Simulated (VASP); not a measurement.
# CdF2 (I4/mmm) in VASP: a series of runs

CdF2 is run at these levels: PBEsol; tasks: single point.

Everything below comes from runs of VASP 6.6.1. Logs are shortened: lines on timing, memory, paths and dates and some standing lists are left out, and cuts for length are marked.

## Step 1: The cell of the first run

Symmetry: I4/mmm, No. 139, tetragonal system. Conventional cell: a = 3.731 Å, b = 3.731 Å, c = 5.383 Å, α = 90.00°, β = 90.00°, γ = 90.00°. Within 3.0 Å of Cd (site symmetry 4/mmm) lie 8 F at 2.30 Å. Within 3.0 Å of F (site symmetry -4m2) lie 4 Cd at 2.30 Å and 6 F at 2.64 to 2.69 Å.

## Step 2: Single point, PBEsol (12.49 Å³/atom)

The input, INCAR:

```
ALGO = Normal
EDIFF = 1E-6
ENCUT = 520
GGA = PS
ISIF = 2
ISMEAR = 0
LASPH = T
LCHARG = F
LREAL = F
LWAVE = F
NBANDS = 20
NELM = 60
PREC = Accurate
SIGMA = 0.05
```

The input, KPOINTS:

```
k-points
0
Gamma
  8 8 8
```

The input, POSCAR:

```
CdF2
1.0
    0.0000000000      2.6380099148      2.6912977151
    2.6380099148      0.0000000000      2.6912977151
    2.6380099148      2.6380099148      0.0000000000
Cd F
1 2
Direct
    0.0000000000      0.0000000000      0.0000000000
    0.2500000000      0.2500000000      0.2500000000
    0.7500000000      0.7500000000      0.7500000000
```

Potentials or basis: VASP PAW PBE potentials, release 64 (Cd, F).

Run with:

```bash
cat potpaw_PBE.64/Cd/POTCAR potpaw_PBE.64/F/POTCAR > POTCAR
mpirun -np 1 vasp_std > vasp.out
```

OUTCAR:

```text
EDIFF = 1E-6
   ENCUT = 520
   GGA = PS
   ISIF = 2
   ISMEAR = 0
   LASPH = T
   LREAL = F
   NELM = 60
   PREC = Accurate

 ion  position               nearest neighbor table
   1  0.000  0.000  0.000-   3 2.30   3 2.30   3 2.30   2 2.30   3 2.30   2 2.30   2 2.30   2 2.30

   2  0.250  0.250  0.250-   1 2.30   1 2.30   1 2.30   1 2.30
   3  0.750  0.750  0.750-   1 2.30   1 2.30   1 2.30   1 2.30

  LATTYP: Found a body centered tetragonal cell.
 ALAT       =     3.7307093992
 C/A-ratio  =     1.4427806763

  Lattice vectors:

 A1 = (  -2.6380099148,   0.0000000000,   2.6912977151)
 A2 = (   2.6380099148,   0.0000000000,   2.6912977151)
 A3 = (   0.0000000000,   2.6380099148,  -2.6912977151)

Analysis of symmetry for initial positions (statically):
=====================================================================
 Subroutine PRICEL returns:
 Original cell was already a primitive cell.

 Routine SETGRP: Setting up the symmetry group for a
 body centered tetragonal supercell.

 Subroutine GETGRP returns: Found 16 space group operations
 (whereof 16 operations were pure point group operations)
 out of a pool of 16 trial point group operations.

The static configuration has the point symmetry D_4h.

Analysis of symmetry for dynamics (positions and initial velocities):
=====================================================================
 Subroutine PRICEL returns:
 Original cell was already a primitive cell.

 Routine SETGRP: Setting up the symmetry group for a
 body centered tetragonal supercell.

 Subroutine GETGRP returns: Found 16 space group operations
 (whereof 16 operations were pure point group operations)
 out of a pool of 16 trial point group operations.

The dynamic configuration has the point symmetry D_4h.

 Subroutine INISYM returns: Found 16 space group operations
 (whereof 16 operations are pure point group operations),
 and found     1 'primitive' translations

----------------------------------------------------------------------------------------

                                     Primitive cell

  volume of cell :      37.4580

  direct lattice vectors                    reciprocal lattice vectors
     0.000000000  2.638009915  2.691297715    -0.189536816  0.189536816  0.185783980
     2.638009915  0.000000000  2.691297715     0.189536816 -0.189536816  0.185783980
     2.638009915  2.638009915  0.000000000     0.189536816  0.189536816 -0.185783980

  length of vectors
     3.768577942  3.768577942  3.730709399     0.326135089  0.326135089  0.326135089

  position of ions in fractional coordinates (direct lattice)
     0.000000000  0.000000000  0.000000000
     0.250000000  0.250000000  0.250000000
     0.750000000  0.750000000  0.750000000

  ion indices of the primitive-cell ions
   primitive index   ion index
                 1           1
                 2           2
                 3           3

----------------------------------------------------------------------------------------

 KPOINTS: k-points

Automatic generation of k-mesh.
 Grid dimensions read from file:
 generate k-points for:    8    8    8

 Generating k-lattice:

  Cartesian coordinates                     Fractional coordinates (reciprocal lattice)
    -0.023692102  0.023692102  0.023222997     0.125000000 -0.000000000  0.000000000
     0.023692102 -0.023692102  0.023222997    -0.000000000  0.125000000  0.000000000
     0.023692102  0.023692102 -0.023222997     0.000000000  0.000000000  0.125000000

  Length of vectors
     0.040766886  0.040766886  0.040766886

  Shift w.r.t. Gamma in fractional coordinates (k-lattice)
     0.000000000  0.000000000  0.000000000

 Subroutine IBZKPT returns following result:
 ===========================================

 Found     59 irreducible k-points:

 Following reciprocal coordinates:
            Coordinates               Weight
  0.000000  0.000000  0.000000      1.000000
  0.125000  0.000000  0.000000      8.000000
  0.250000  0.000000  0.000000      8.000000
  0.375000  0.000000  0.000000      8.000000
  0.500000  0.000000  0.000000      4.000000
  0.125000  0.125000  0.000000      2.000000
[... 16 lines left out ...]
  0.250000  0.000000  0.125000     16.000000
  0.375000  0.000000  0.125000     16.000000
 [... further k-points ...]
   k-points           NKPTS =     59   k-points in BZ     NKDIM =     59   number of bands    NBANDS=     20
   number of dos      NEDOS =    301   number of ions     NIONS =      3
   total plane-waves  NPLWV =  21952
   dimension x,y,z NGX =    28 NGY =   28 NGZ =   28
   dimension x,y,z NGXF=    56 NGYF=   56 NGZF=   56
   ions per type =               1   2
   NGX,Y,Z   is equivalent  to a cutoff of  12.35, 12.35, 12.48 a.u.
   NGXF,Y,Z  is equivalent  to a cutoff of  24.70, 24.70, 24.95 a.u.
 SYSTEM =  unknown system
   PREC   = accura    normal or accurate (medium, high low for compatibility)
   ISTART =      0    job   : 0-new  1-cont  2-samecut
   ICHARG =      2    charge: 1-file 2-atom 10-const
   ISPIN  =      1    spin polarized calculation?
   LNONCOLLINEAR =      F non collinear calculations
   LSORBIT =      F    spin-orbit coupling
   LASPH  =      T    aspherical Exc in radial PAW
   ENCUT  =  520.0 eV  38.22 Ry    6.18 a.u.   7.01  7.01  6.94*2*pi/ulx,y,z
   NELM   =     60;   NELMIN=  2; NELMDL= -5     # of ELM steps
   EDIFF  = 0.1E-05   stopping-criterion for ELM
   LREAL  =      F    real-space projection
   EDIFFG = 0.1E-04   stopping-criterion for IOM
   NSW    =      0    number of steps for IOM
   IBRION =     -1    ionic relax: 0-MD 1-quasi-New 2-CG
   NFREE  =      0    steps in history (QN), initial steepest desc. (CG)
   ISIF   =      2    stress and relaxation
   ISYM   =      2    0-nonsym 1-usesym 2-fastsym
   POTIM  = 0.5000    time-step for ionic-motion
   TEBEG  =    0.0;   TEEND  =   0.0 temperature during run
   PSTRESS=    0.0 pullay stress
   NELECT =      26.0000    total number of electrons
   NUPDOWN=      -1.0000    fix difference up-down
   EMIN   =  10.00;   EMAX   =-10.00  energy-range for DOS
   EFERMI =   0.00;   METHOD = LEGACY
   ISMEAR =     0;   SIGMA  =   0.05  broadening in eV -4-tet -1-fermi 0-gaus
   EFERMI_NEDOS =   21; number of points for ismear=-14 and -15
   IALGO  =     38    algorithm
   IMIX   =      4    mixing-type and parameters
     AMIX     =   0.40;   BMIX     =  1.00
     AMIX_MAG =   1.60;   BMIX_MAG =  1.00
  volume/ion in A,a.u.               =      12.49        84.26
  Fermi-wavevector in a.u.,A,eV,Ry     =   1.449498  2.739155 28.586463  2.101046
  Thomas-Fermi vector in A             =   2.567218
   LORBIT       =      0    0 simple, 1 ext, 2 COOP (PROOUT), +10 PAW based schemes
   GGA     = PS    functional components
   LHFCALC =     F    Hartree Fock is set to
   AEXX    =    0.0000 exact exchange contribution
   IVDW    =     0    specifies the selected vdW correction
   LEPSILON=     F    determine dielectric tensor
   LRPA    =     F    only Hartree local field effects (RPA)
 non-spin polarized calculation
 Gauss-broadening in eV      SIGMA  =   0.05
  energy-cutoff  :      520.00
  volume of cell :       37.46
 maximum number of plane-waves:      1026
   NGX = 13   NGY = 13   NGZ = 13

 number of electron      26.0000015 magnetization

 Free energy of the ion-electron system (eV)
  ---------------------------------------------------
  ext. energy  EPLUGINS =         0.00000000
  ---------------------------------------------------
  free energy    TOTEN  =       -11.55408636 eV

  energy without entropy =      -11.55408636  energy(sigma->0) =      -11.55408636

 E-fermi :  -0.8178     XC(G=0): -10.9509

 val. band max:       -1.0901043666   @ k =  -0.2500   0.2500   0.5000
 cond. band min:       1.9400524168   @ k =   0.0000   0.0000   0.0000
 fundamental gap:      3.0301567835
 Fermi energy:        -0.8178321268

 k-point     1 :       0.0000    0.0000    0.0000
  band No.  band energies     occupation
      1     -22.0776      2.00000
      2     -20.8087      2.00000
      3      -6.8976      2.00000
      4      -6.8895      2.00000
      5      -6.8895      2.00000
      6      -5.4481      2.00000
[... 12 lines left out ...]
     19      18.6452      0.00000
     20      19.1051      0.00000

 k-point     2 :       0.1250    0.0000    0.0000
  band No.  band energies     occupation
      1     -22.0206      2.00000
      2     -20.8609      2.00000
      3      -6.8294      2.00000
      4      -6.8213      2.00000
      5      -6.7048      2.00000
      6      -5.4712      2.00000
[... 12 lines left out ...]
     19      18.2739      0.00000
     20      18.7067      0.00000

 k-point     3 :       0.2500    0.0000    0.0000
  band No.  band energies     occupation
      1     -21.8664      2.00000
      2     -21.0001      2.00000
      3      -6.6773      2.00000
      4      -6.6605      2.00000
      5      -6.1971      2.00000
      6      -5.4903      2.00000
[... 12 lines left out ...]
     19      18.0200      0.00000
     20      18.6860      0.00000

 k-point     4 :       0.3750    0.0000    0.0000
  band No.  band energies     occupation
      1     -21.6549      2.00000
      2     -21.1925      2.00000
      3      -6.5515      2.00000
      4      -6.5221      2.00000
      5      -5.5384      2.00000
      6      -5.4312      2.00000
[... 12 lines left out ...]
     19      17.4954      0.00000
     20      18.1688      0.00000

 k-point     5 :       0.5000    0.0000    0.0000
  band No.  band energies     occupation
      1     -21.4644      2.00000
      2     -21.3735      2.00000
      3      -6.5131      2.00000
      4      -6.4780      2.00000
      5      -5.3686      2.00000
      6      -5.3555      2.00000
[... 12 lines left out ...]
     19      17.2909      0.00000
     20      17.7899      0.00000
[... 353 lines left out ...]
      6      -5.3099      2.00000
[... 12 lines left out ...]
     19      18.4551      0.00000
     20      20.4069      0.00000

 k-point    22 :       0.1250    0.0000    0.1250
  band No.  band energies     occupation
      1     -22.0006      2.00000
      2     -20.8792      2.00000
      3      -6.7992      2.00000
      4      -6.7991      2.00000
      5      -6.6430      2.00000
      6      -5.5437      2.00000
[... 12 lines left out ...]
     19      18.7148      0.00000
     20      18.9683      0.00000

 k-point    23 :       0.2500    0.0000    0.1250
  band No.  band energies     occupation
      1     -21.8809      2.00000
      2     -20.9847      2.00000
      3      -6.6608      2.00000
      4      -6.6525      2.00000
      5      -6.2576      2.00000
      6      -5.6585      2.00000
[... 12 lines left out ...]
     19      18.6874      0.00000
     20      20.0315      0.00000

 k-point    24 :       0.3750    0.0000    0.1250
  band No.  band energies     occupation
      1     -21.6947      2.00000
      2     -21.1495      2.00000
      3      -6.5088      2.00000
      4      -6.4946      2.00000
      5      -5.6971      2.00000
      6      -5.6528      2.00000
[... 12 lines left out ...]
     19      18.1697      0.00000
     20      20.0440      0.00000

 [... further k-points ...]

------------------------ aborting loop because EDIFF is reached ----------------------------------------

  FORCE on cell =-STRESS in cart. coord.  units (eV):
  Direction    XX          YY          ZZ          XY          YZ          ZX
  --------------------------------------------------------------------------------------
  -------------------------------------------------------------------------------------
  Total        1.5479379      1.5479379      1.0265000      0.0000000     -0.0000000     -0.0000000
  in kB       66.2093832     66.2093832     43.9061100      0.0000000     -0.0000000     -0.0000000
  external PRESSURE =      58.7749588 kB  Pullay stress =       0.0000000 kB

 VOLUME and BASIS-vectors are now :
 -----------------------------------------------------------------------------
  energy-cutoff  :      520.00
  volume of cell :       37.46
      direct lattice vectors                 reciprocal lattice vectors
     0.000000000  2.638009915  2.691297715    -0.189536816  0.189536816  0.185783980
     2.638009915  0.000000000  2.691297715     0.189536816 -0.189536816  0.185783980
     2.638009915  2.638009915  0.000000000     0.189536816  0.189536816 -0.185783980

 POSITION                                       TOTAL-FORCE (eV/Angst)
 -----------------------------------------------------------------------------------
      0.00000      0.00000      0.00000        -0.000000     -0.000000      0.000000
      1.31900      1.31900      1.34565         0.000000     -0.000000     -0.000000
      3.95701      3.95701      4.03695        -0.000000      0.000000      0.000000
 -----------------------------------------------------------------------------------
    total drift:                                0.000000      0.000000      0.000000

  FREE ENERGIE OF THE ION-ELECTRON SYSTEM (eV)
  ---------------------------------------------------
  free  energy   TOTEN  =       -11.5540863642 eV

  energy  without entropy=      -11.5540863642  energy(sigma->0) =      -11.55408636
```

Run time: 23 s. Hardware: 1 thread of Intel Xeon Platinum 8488C (Sapphire Rapids), shared host; peak memory 0.18 GiB.

What came out:

```
Free energy            : -11.5541 eV
Pressure               : 5.9 GPa
Band gap on the k mesh : 3.03 eV (least direct gap 3.44 eV)
```

Caveat: the cell stands under pressure; the PAW data sets were made with another functional, which shifts forces and pressure a little.

## Step 3: Single point, PBEsol (12.49 Å³/atom)

The input, INCAR:

```
SYSTEM = CdF2
PREC = Accurate ; ENCUT = 520
EDIFF = 1E-7 ; ISMEAR = 0
SIGMA = 0.05 ; LREAL = .False.
LASPH = .True. ; NELM = 60
ALGO = Normal ; ISIF = 2
LWAVE = .False. ; LCHARG = .False.
GGA = PS ; NBANDS = 20
```

The input, KPOINTS:

```
regular mesh
0
Gamma
  8 8 8
  0 0 0
```

The input, POSCAR:

```
CdF2
1.0
    0.0000000000      2.6029352068      2.7643171897
    2.6029352068      0.0000000000      2.7643171897
    2.6029352068      2.6029352068      0.0000000000
Cd F
1 2
Direct
    0.0000000000      0.0000000000      0.0000000000
    0.2500000000      0.2500000000      0.2500000000
    0.7500000000      0.7500000000      0.7500000000
```

Potentials or basis: VASP PAW PBE potentials, release 64 (Cd, F).

Run with:

```bash
cat potpaw_PBE.64/Cd/POTCAR potpaw_PBE.64/F/POTCAR > POTCAR
mpirun -np 1 vasp_std > vasp.out
```

It took 23 s on 1 thread of Intel Xeon Platinum 8488C (Sapphire Rapids), shared host; peak memory 0.18 GiB.

It converged, with:

| Property | Result |
| --- | --- |
| Free energy | -11.5262 eV |
| Pressure | 5.8 GPa |
| Band gap on the k mesh | 2.95 eV (least direct gap 3.34 eV) |

Stress tensor (GPa, compression positive):
```
8.04 0.00 0.00
0.00 8.04 0.00
0.00 0.00 1.36
```

Levels at points of the mesh, in eV from the valence-band top:
| k point | band 9 | band 10 | band 11 | band 12 | band 13 | band 14 | band 15 | band 16 | band 17 | band 18 |
| --- | --- | --- | --- | --- | --- | --- | --- | --- | --- | --- |
| (0.00, 0.00, 0.00) | -0.97 | -0.97 | -0.56 | -0.56 | -0.38 | 2.95 | 12.60 | 12.60 | 12.75 | 17.71 |
| (0.50, 0.00, 0.00) | -2.58 | -2.16 | -2.02 | -0.43 | -0.41 | 7.29 | 8.98 | 14.42 | 14.87 | 17.90 |
| (0.50, 0.50, 0.00) | -3.23 | -3.23 | -0.87 | -0.09 | -0.09 | 8.16 | 9.76 | 11.74 | 14.61 | 14.61 |
| (0.50, 0.00, 0.50) | -3.24 | -3.14 | -0.51 | -0.25 | -0.07 | 8.10 | 9.53 | 11.73 | 13.94 | 14.71 |

Caveat: the cell stands under pressure; the PAW data sets were made with another functional, which shifts forces and pressure a little. A k mesh can miss the band edges.
